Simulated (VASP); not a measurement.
Here is a VASP 6.6.1 calculation.

File INCAR:

```
SYSTEM = Sc
PREC = Accurate ; ENCUT = 520
EDIFF = 1E-6 ; ISMEAR = -1
SIGMA = 0.05 ; LREAL = .False.
LASPH = .True. ; NELM = 80
ALGO = Fast ; ISIF = 2
LWAVE = .False. ; LCHARG = .False.
GGA = PE ; NBANDS = 18
```

Contents of KPOINTS:

```
regular mesh
0
Gamma
  9 9 5
  0 0 0
```

Contents of POSCAR:

```
Sc
1.0
    3.3090000000      0.0000000000      0.0000000000
   -1.6545000000      2.8656780611      0.0000000000
    0.0000000000      0.0000000000      5.2733000000
Sc
2
Direct
    0.6691860000      0.3239330000      0.7463070000
    0.3351240000      0.6657790000      0.2468990000
```

Potentials or basis: VASP PAW PBE potentials, release 64 (Sc_sv).

Command:

```bash
$ cat potpaw_PBE.64/Sc_sv/POTCAR > POTCAR
$ mpirun -np 1 vasp_std > vasp.out
```

Q: Estimate the largest force.

A: 0.038 eV/Å.

Q: Predict the pressure.

A: -0.6 GPa.

Q: Predict the band gap on the k mesh.

A: Zero (bands 11 and 12 overlap by 1.11 eV).

Forces in eV/Å, atoms in the order of the input:
```
Sc  -0.020  0.030  0.011
Sc   0.020 -0.030 -0.011
```

Caveat: the cell differs from its parent crystal (atoms moved at random).
